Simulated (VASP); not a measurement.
# SrO in VASP: a series of runs, part 2 of 2

VASP 6.6.1. Earlier steps stand in the parts before.

**4. Electric field gradients, PBE (equal xx and yy strain of +1 %)**

The input, INCAR:

```
SYSTEM = SrO
PREC = Accurate
ENCUT = 520
EDIFF = 1E-8
ISMEAR = -1
SIGMA = 0.02
LREAL = .FALSE.
LASPH = .TRUE.
NELM = 100
ALGO = Normal
ISIF = 2
LWAVE = .FALSE.
LCHARG = .FALSE.
GGA = PE
LEFG = .TRUE.
NBANDS = 15
```

The input, KPOINTS:

```
regular mesh
0
G
  8 8 8
  0 0 0
```

The input, POSCAR:

```
SrO
1.0
    0.0000000000      2.5954980000      2.5698000000
    2.5954980000      0.0000000000      2.5698000000
    2.5954980000      2.5954980000      0.0000000000
Sr O
1 1
Direct
    0.0000000000      0.0000000000      0.0000000000
    0.5000000000      0.5000000000      0.5000000000
```

Potentials or basis: VASP PAW PBE potentials, release 64 (Sr_sv, O).

The run is started by

```sh
$ cat potpaw_PBE.64/Sr_sv/POTCAR potpaw_PBE.64/O/POTCAR > POTCAR
$ mpirun -np 1 vasp_std > vasp.out
```

OUTCAR:

```text
SYSTEM = SrO
   PREC = Accurate
   ENCUT = 520
   EDIFF = 1E-8
   ISMEAR = -1
   LREAL = .FALSE.
   LASPH = .TRUE.
   NELM = 100
   ISIF = 2
   GGA = PE

 ion  position               nearest neighbor table
   1  0.000  0.000  0.000-   2 2.57   2 2.57   2 2.60   2 2.60   2 2.60   2 2.60
   2  0.500  0.500  0.500-   1 2.57   1 2.57   1 2.60   1 2.60   1 2.60   1 2.60

  LATTYP: Found a body centered tetragonal cell.
 ALAT       =     3.6705884727
 C/A-ratio  =     1.4002114479

  Lattice vectors:

 A1 = (   0.0000000000,  -2.5954980000,  -2.5698000000)
 A2 = (   0.0000000000,   2.5954980000,  -2.5698000000)
 A3 = (   2.5954980000,   0.0000000000,   2.5698000000)

Analysis of symmetry for initial positions (statically):
=====================================================================
 Subroutine PRICEL returns:
 Original cell was already a primitive cell.

 Routine SETGRP: Setting up the symmetry group for a
 body centered tetragonal supercell.

 Subroutine GETGRP returns: Found 16 space group operations
 (whereof 16 operations were pure point group operations)
 out of a pool of 16 trial point group operations.

The static configuration has the point symmetry D_4h.

Analysis of symmetry for dynamics (positions and initial velocities):
=====================================================================
 Subroutine PRICEL returns:
 Original cell was already a primitive cell.

 Routine SETGRP: Setting up the symmetry group for a
 body centered tetragonal supercell.

 Subroutine GETGRP returns: Found 16 space group operations
 (whereof 16 operations were pure point group operations)
 out of a pool of 16 trial point group operations.

[... 166 lines left out ...]
     11       7.7226      0.00000
     12       7.7959      0.00000
     13       9.8067      0.00000
     14       9.9415      0.00000
[... 401 lines left out ...]
      2     -14.6415      2.00000
      3     -12.6627      2.00000
      4     -12.6523      2.00000
      5     -11.6539      2.00000
      6      -0.0388      2.00000
      7       0.7463      2.00000
      8       0.9259      2.00000
      9       7.1588      0.00000
     10       8.4986      0.00000
     11       9.9357      0.00000
     12      10.1122      0.00000
     13      11.9007      0.00000
     14      12.3463      0.00000
     15      17.0481      0.00000

 [... further k-points ...]
[... 5 lines left out ...]
  --------------------------------------------------------------------------------------
  -------------------------------------------------------------------------------------
  Total        0.2564571      0.2564571      0.5377042      0.0000000      0.0000000     -0.0000000
  in kB       11.8673738     11.8673738     24.8818848      0.0000000      0.0000000     -0.0000000
  external PRESSURE =      16.2055441 kB  Pullay stress =       0.0000000 kB

 VOLUME and BASIS-vectors are now :
 -----------------------------------------------------------------------------
  energy-cutoff  :      520.00
  volume of cell :       34.62
      direct lattice vectors                 reciprocal lattice vectors
     0.000000000  2.595498000  2.569800000    -0.192641258  0.192641258  0.194567671
     2.595498000  0.000000000  2.569800000     0.192641258 -0.192641258  0.194567671
     2.595498000  2.595498000  0.000000000     0.192641258  0.192641258 -0.194567671

 POSITION                                       TOTAL-FORCE (eV/Angst)
 -----------------------------------------------------------------------------------
      0.00000      0.00000      0.00000        -0.000000      0.000000     -0.000000
      2.59550      2.59550      2.56980         0.000000      0.000000      0.000000
 -----------------------------------------------------------------------------------
    total drift:                                0.000000      0.000000      0.000000

  FREE ENERGIE OF THE ION-ELECTRON SYSTEM (eV)
  ---------------------------------------------------
  free  energy   TOTEN  =       -12.0506702624 eV

  energy  without entropy=      -12.0506702624  energy(sigma->0) =      -12.05067026

 Electric field gradients (V/A^2)
---------------------------------------------------------------------
 ion       V_xx      V_yy      V_zz      V_xy      V_xz      V_yz
---------------------------------------------------------------------
   1       5.052     5.052   -10.104     0.000     0.000     0.000
   2       1.679     1.679    -3.358    -0.000    -0.000    -0.000
---------------------------------------------------------------------

 Electric field gradients after diagonalization (V/A^2)
 (convention: |V_zz| > |V_xx| > |V_yy|)
----------------------------------------------------------------------
 ion       V_xx      V_yy      V_zz     asymmetry (V_yy - V_xx)/ V_zz
----------------------------------------------------------------------
   1       5.052     5.052   -10.104       0.000
   2       1.679     1.679    -3.358       0.000
----------------------------------------------------------------------

           NMR quadrupolar parameters

 Cq : quadrupolar parameter    Cq=e*Q*V_zz/h
 eta: asymmetry parameters     (V_yy - V_xx)/ V_zz
 Q  : nuclear electric quadrupole moment in mb (millibarn)
----------------------------------------------------------------------
 ion       Cq(MHz)       eta       Q (mb)
----------------------------------------------------------------------
   1      -0.024       0.000       1.000
   2      -0.008       0.000       1.000
----------------------------------------------------------------------
```

Wall time 18 s (1 thread of Intel Xeon 6975P-C (Granite Rapids), shared host); peak memory 0.17 GiB.

What came out:

| Property | Result |
| --- | --- |
| Free energy | -12.0507 eV |
| Pressure | 1.6 GPa |
| Band gap on the k mesh | 3.23 eV, indirect (least direct gap 3.36 eV) |

Stress tensor (GPa, compression positive):
```
1.19 0.00 0.00
0.00 1.19 0.00
0.00 0.00 2.49
```

Electric field gradients, principal values (V/Å²):
| atom | least | middle | greatest (by size) |
| --- | --- | --- | --- |
| 1 Sr | 5.052 | 5.052 | -10.104 |
| 2 O | 1.679 | 1.679 | -3.358 |

Caveat: the cell differs from its parent crystal (equal xx and yy strain of +1 %); without QUAD_EFG the Cq values of the log hold for a quadrupole moment of 1 mb, not for the nuclei.

**5. The runs side by side**

| cell | gap on the mesh (eV) | pressure (GPa) |
| --- | --- | --- |
| a = 3.682 Å, angles 60.0°, 2 atoms | 3.28 | -0.1 |
| a = 3.598, b = 3.598, c = 3.562 Å, angles 60.3, 60.3, 59.3°, 2 atoms | 3.19 | 8.0 |
| a = 3.652, b = 3.652, c = 3.671 Å, angles 59.8, 59.8, 60.3°, 2 atoms | 3.23 | 1.6 |

Alike in all rows: task electric field gradients; level PBE; potentials or basis VASP PAW PBE potentials, release 64 (Sr_sv, O); no spin polarisation; k mesh 8 × 8 × 8; cutoff (eV) 520; smearing fermi-dirac 0.02 eV.

Total energies depend on the potentials used, so only differences within one code and one set of settings carry meaning.
